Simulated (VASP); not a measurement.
# Au (Fm-3m) in VASP: notebook

The runs below take Au through single point, with PBE.

Everything below comes from runs of VASP 6.6.1. Logs are shortened: lines on timing, memory, paths and dates and some standing lists are left out, and cuts for length are marked.

**1. The cell of the first run**

The structure is cubic, space group Fm-3m (No. 225). The conventional cell has a = 4.157 Å, b = 4.157 Å, c = 4.157 Å, α = 90.00°, β = 90.00°, γ = 90.00°. Au (site symmetry m-3m) has 12 Au at 2.94 Å within 3.9 Å.

**2. Single point, PBE**

INCAR

```
SYSTEM = Au
  PREC = Accurate
  ENCUT = 520
  EDIFF = 1E-6
  ISMEAR = -1
  SIGMA = 0.06122561905347299
  LREAL = .FALSE.
  LASPH = .TRUE.
  NELM = 100
  ALGO = Normal
  ISIF = 2
  LWAVE = .FALSE.
  LCHARG = .FALSE.
  GGA = PE
  NBANDS = 12
```

KPOINTS

```
Automatic mesh
0
G
  45 45 45
  0 0 0
```

POSCAR

```
Au
1.0
    0.0000000000      2.0786717084      2.0786717084
    2.0786717084      0.0000000000      2.0786717084
    2.0786717084      2.0786717084      0.0000000000
Au
1
Direct
    0.0000000000      0.0000000000      0.0000000000
```

Potentials or basis: VASP PAW PBE potentials, release 64 (Au).

The run is started by

```bash
cat potpaw_PBE.64/Au/POTCAR > POTCAR
mpirun -np 1 vasp_std > vasp.out
```

OUTCAR:

```text
SYSTEM = Au
   PREC = Accurate
   ENCUT = 520
   EDIFF = 1E-6
   ISMEAR = -1
   LREAL = .FALSE.
   LASPH = .TRUE.
   NELM = 100
   ISIF = 2
   GGA = PE

 ion  position               nearest neighbor table
   1  0.000  0.000  0.000-

  LATTYP: Found a face centered cubic cell.
 ALAT       =     4.1573434168

  Lattice vectors:

 A1 = (   0.0000000000,   2.0786717084,   2.0786717084)
 A2 = (   2.0786717084,   0.0000000000,   2.0786717084)
 A3 = (   2.0786717084,   2.0786717084,   0.0000000000)

Analysis of symmetry for initial positions (statically):
=====================================================================
 Subroutine PRICEL returns:
 Original cell was already a primitive cell.

 Routine SETGRP: Setting up the symmetry group for a
 face centered cubic supercell.

 Subroutine GETGRP returns: Found 48 space group operations
 (whereof 48 operations were pure point group operations)
 out of a pool of 48 trial point group operations.

The static configuration has the point symmetry O_h .

Analysis of symmetry for dynamics (positions and initial velocities):
=====================================================================
 Subroutine PRICEL returns:
 Original cell was already a primitive cell.

 Routine SETGRP: Setting up the symmetry group for a
 face centered cubic supercell.

 Subroutine GETGRP returns: Found 48 space group operations
 (whereof 48 operations were pure point group operations)
 out of a pool of 48 trial point group operations.

The dynamic configuration has the point symmetry O_h .

 Subroutine INISYM returns: Found 48 space group operations
 (whereof 48 operations are pure point group operations),
 and found     1 'primitive' translations

----------------------------------------------------------------------------------------

                                     Primitive cell

  volume of cell :      17.9634

  direct lattice vectors                    reciprocal lattice vectors
     0.000000000  2.078671708  2.078671708    -0.240538224  0.240538224  0.240538224
     2.078671708  0.000000000  2.078671708     0.240538224 -0.240538224  0.240538224
     2.078671708  2.078671708  0.000000000     0.240538224  0.240538224 -0.240538224

  length of vectors
     2.939685722  2.939685722  2.939685722     0.416624424  0.416624424  0.416624424

  position of ions in fractional coordinates (direct lattice)
     0.000000000  0.000000000  0.000000000

  ion indices of the primitive-cell ions
   primitive index   ion index
                 1           1

----------------------------------------------------------------------------------------

 KPOINTS: Automatic mesh

Automatic generation of k-mesh.
 Grid dimensions read from file:
 generate k-points for:   45   45   45

 Generating k-lattice:

  Cartesian coordinates                     Fractional coordinates (reciprocal lattice)
    -0.005345294  0.005345294  0.005345294     0.022222222  0.000000000  0.000000000
     0.005345294 -0.005345294  0.005345294     0.000000000  0.022222222  0.000000000
     0.005345294  0.005345294 -0.005345294     0.000000000  0.000000000  0.022222222

  Length of vectors
     0.009258321  0.009258321  0.009258321

  Shift w.r.t. Gamma in fractional coordinates (k-lattice)
     0.000000000  0.000000000  0.000000000

 Subroutine IBZKPT returns following result:
 ===========================================

 Found   2300 irreducible k-points:

 Following reciprocal coordinates:
            Coordinates               Weight
  0.000000  0.000000  0.000000      1.000000
  0.022222  0.000000  0.000000      8.000000
  0.044444  0.000000  0.000000      8.000000
  0.066667  0.000000  0.000000      8.000000
  0.088889  0.000000  0.000000      8.000000
  0.111111  0.000000  0.000000      8.000000
[... 16 lines left out ...]
  0.488889  0.000000  0.000000      8.000000
  0.022222  0.022222  0.000000      6.000000
 [... further k-points ...]
   k-points           NKPTS =   2300   k-points in BZ     NKDIM =   2300   number of bands    NBANDS=     12
   number of dos      NEDOS =    301   number of ions     NIONS =      1
   total plane-waves  NPLWV =  13824
   dimension x,y,z NGX =    24 NGY =   24 NGZ =   24
   dimension x,y,z NGXF=    48 NGYF=   48 NGZF=   48
   ions per type =               1
   NGX,Y,Z   is equivalent  to a cutoff of  13.57, 13.57, 13.57 a.u.
   NGXF,Y,Z  is equivalent  to a cutoff of  27.15, 27.15, 27.15 a.u.
 SYSTEM =  Au
   PREC   = accura    normal or accurate (medium, high low for compatibility)
   ISTART =      0    job   : 0-new  1-cont  2-samecut
   ICHARG =      2    charge: 1-file 2-atom 10-const
   ISPIN  =      1    spin polarized calculation?
   LNONCOLLINEAR =      F non collinear calculations
   LSORBIT =      F    spin-orbit coupling
   LASPH  =      T    aspherical Exc in radial PAW
   ENCUT  =  520.0 eV  38.22 Ry    6.18 a.u.   5.47  5.47  5.47*2*pi/ulx,y,z
   NELM   =    100;   NELMIN=  2; NELMDL= -5     # of ELM steps
   EDIFF  = 0.1E-05   stopping-criterion for ELM
   LREAL  =      F    real-space projection
   EDIFFG = 0.1E-04   stopping-criterion for IOM
   NSW    =      0    number of steps for IOM
   IBRION =     -1    ionic relax: 0-MD 1-quasi-New 2-CG
   NFREE  =      0    steps in history (QN), initial steepest desc. (CG)
   ISIF   =      2    stress and relaxation
   ISYM   =      2    0-nonsym 1-usesym 2-fastsym
   POTIM  = 0.5000    time-step for ionic-motion
   TEBEG  =    0.0;   TEEND  =   0.0 temperature during run
   PSTRESS=    0.0 pullay stress
   NELECT =      11.0000    total number of electrons
   NUPDOWN=      -1.0000    fix difference up-down
   EMIN   =  10.00;   EMAX   =-10.00  energy-range for DOS
   EFERMI =   0.00;   METHOD = LEGACY
   ISMEAR =    -1;   SIGMA  =   0.06  broadening in eV -4-tet -1-fermi 0-gaus
   EFERMI_NEDOS =   21; number of points for ismear=-14 and -15
   IALGO  =     38    algorithm
   IMIX   =      4    mixing-type and parameters
     AMIX     =   0.40;   BMIX     =  1.00
     AMIX_MAG =   1.60;   BMIX_MAG =  1.00
  volume/ion in A,a.u.               =      17.96       121.22
  Fermi-wavevector in a.u.,A,eV,Ry     =   1.390197  2.627092 26.295285  1.932649
  Thomas-Fermi vector in A             =   2.514156
   LORBIT       =      0    0 simple, 1 ext, 2 COOP (PROOUT), +10 PAW based schemes
   GGA     = PE    functional components
   LHFCALC =     F    Hartree Fock is set to
   AEXX    =    0.0000 exact exchange contribution
   IVDW    =     0    specifies the selected vdW correction
   LEPSILON=     F    determine dielectric tensor
   LRPA    =     F    only Hartree local field effects (RPA)
 non-spin polarized calculation
  energy-cutoff  :      520.00
  volume of cell :       17.96
 maximum number of plane-waves:       531
 NGX is ok and might be reduce to    24
   NGX = 11   NGY = 11   NGZ = 11

 number of electron      11.0000002 magnetization

 Free energy of the ion-electron system (eV)
  ---------------------------------------------------
  ext. energy  EPLUGINS =         0.00000000
  ---------------------------------------------------
  free energy    TOTEN  =        -3.22241312 eV

  energy without entropy =       -3.21897712  energy(sigma->0) =       -3.22069512

 E-fermi :   8.6331     XC(G=0): -12.4033

 val. band max:        8.6268328062   @ k =   0.4889   0.2889   0.0667
 cond. band min:       8.6369020915   @ k =  -0.1778   0.3333   0.1556
 fundamental gap:      0.0100692853
 Fermi energy:         8.6330630172

 k-point     1 :       0.0000    0.0000    0.0000
  band No.  band energies     occupation
      1      -0.6908      2.00000
      2       4.2007      2.00000
      3       4.2007      2.00000
      4       4.2007      2.00000
      5       5.5800      2.00000
      6       5.5800      2.00000
      7      23.2016      0.00000
      8      26.8976      0.00000
      9      26.8976      0.00000
     10      26.8976      0.00000
     11      31.6381      0.00000
     12      35.7225      0.00000

 k-point     2 :       0.0222    0.0000    0.0000
  band No.  band energies     occupation
      1      -0.6743      2.00000
      2       4.1954      2.00000
      3       4.2063      2.00000
      4       4.2063      2.00000
      5       5.5775      2.00000
      6       5.5775      2.00000
      7      23.2203      0.00000
      8      26.7684      0.00000
      9      26.9157      0.00000
     10      26.9157      0.00000
     11      31.7540      0.00000
     12      35.3786      0.00000

 k-point     3 :       0.0444    0.0000    0.0000
  band No.  band energies     occupation
      1      -0.6248      2.00000
      2       4.1801      2.00000
      3       4.2230      2.00000
      4       4.2230      2.00000
      5       5.5701      2.00000
      6       5.5701      2.00000
      7      23.2748      0.00000
      8      26.4168      0.00000
      9      26.9696      0.00000
     10      26.9696      0.00000
     11      32.0425      0.00000
     12      34.7657      0.00000

 k-point     4 :       0.0667    0.0000    0.0000
  band No.  band energies     occupation
      1      -0.5430      2.00000
      2       4.1557      2.00000
      3       4.2497      2.00000
      4       4.2497      2.00000
      5       5.5590      2.00000
      6       5.5590      2.00000
      7      23.3586      0.00000
      8      25.9153      0.00000
      9      27.0574      0.00000
     10      27.0574      0.00000
     11      32.3157      0.00000
     12      34.2685      0.00000

 k-point     5 :       0.0889    0.0000    0.0000
  band No.  band energies     occupation
      1      -0.4299      2.00000
      2       4.1242      2.00000
      3       4.2846      2.00000
      4       4.2846      2.00000
      5       5.5461      2.00000
      6       5.5461      2.00000
      7      23.4568      0.00000
      8      25.3297      0.00000
      9      27.1760      0.00000
     10      27.1760      0.00000
     11      32.2318      0.00000
     12      34.2409      0.00000
[... 228 lines left out ...]
      1       1.7724      2.00000
      2       4.1917      2.00000
      3       4.1917      2.00000
      4       6.6046      2.00000
      5       6.6046      2.00000
      6       7.2004      2.00000
      7      12.3112      0.00000
      8      22.7408      0.00000
      9      25.5466      0.00000
     10      25.5466      0.00000
     11      32.6016      0.00000
     12      32.6016      0.00000

 k-point    22 :       0.4667    0.0000    0.0000
  band No.  band energies     occupation
      1       1.7740      2.00000
      2       4.1777      2.00000
      3       4.1777      2.00000
      4       6.6489      2.00000
      5       6.6489      2.00000
      6       7.6141      2.00000
      7      11.7753      0.00000
      8      22.6774      0.00000
      9      25.4230      0.00000
     10      25.4230      0.00000
     11      32.7036      0.00000
     12      32.7036      0.00000

 k-point    23 :       0.4889    0.0000    0.0000
  band No.  band energies     occupation
      1       1.7743      2.00000
      2       4.1705      2.00000
      3       4.1705      2.00000
      4       6.6715      2.00000
      5       6.6715      2.00000
      6       7.8702      1.99999
      7      11.4584      0.00000
      8      22.6456      0.00000
      9      25.3605      0.00000
     10      25.3605      0.00000
     11      32.7558      0.00000
     12      32.7558      0.00000

 k-point    24 :       0.0222    0.0222    0.0000
  band No.  band energies     occupation
      1      -0.6687      2.00000
      2       4.1897      2.00000
      3       4.2102      2.00000
      4       4.2102      2.00000
      5       5.5684      2.00000
      6       5.5847      2.00000
      7      23.2267      0.00000
      8      26.8061      0.00000
      9      26.8804      0.00000
     10      26.8804      0.00000
     11      31.7958      0.00000
     12      35.3641      0.00000

 [... further k-points ...]

------------------------ aborting loop because EDIFF is reached ----------------------------------------

  FORCE on cell =-STRESS in cart. coord.  units (eV):
  Direction    XX          YY          ZZ          XY          YZ          ZX
  --------------------------------------------------------------------------------------
  -------------------------------------------------------------------------------------
  Total       -0.0220874     -0.0220874     -0.0220874      0.0000000     -0.0000000      0.0000000
  in kB       -1.9700050     -1.9700050     -1.9700050      0.0000000     -0.0000000      0.0000000
  external PRESSURE =      -1.9700050 kB  Pullay stress =       0.0000000 kB

 VOLUME and BASIS-vectors are now :
 -----------------------------------------------------------------------------
  energy-cutoff  :      520.00
  volume of cell :       17.96
      direct lattice vectors                 reciprocal lattice vectors
     0.000000000  2.078671708  2.078671708    -0.240538224  0.240538224  0.240538224
     2.078671708  0.000000000  2.078671708     0.240538224 -0.240538224  0.240538224
     2.078671708  2.078671708  0.000000000     0.240538224  0.240538224 -0.240538224

 POSITION                                       TOTAL-FORCE (eV/Angst)
 -----------------------------------------------------------------------------------
      0.00000      0.00000      0.00000        -0.000000      0.000000      0.000000
 -----------------------------------------------------------------------------------
    total drift:                                0.000000      0.000000     -0.000000

  FREE ENERGIE OF THE ION-ELECTRON SYSTEM (eV)
  ---------------------------------------------------
  free  energy   TOTEN  =        -3.2224131214 eV

  energy  without entropy=       -3.2189771191  energy(sigma->0) =       -3.22069512
```

It took 1.8 min on 1 thread of Intel Xeon 6975P-C (Granite Rapids), shared host; peak memory 0.58 GiB.

What came out:

```
Free energy            : -3.2224 eV
Pressure               : -0.2 GPa
Band gap on the k mesh : zero (an odd number of electrons rules out a gap without spin polarisation)
```

Caveat: spin-orbit coupling is left out, which moves the levels of the heavy elements.

(Continued in part 2 of 2.)
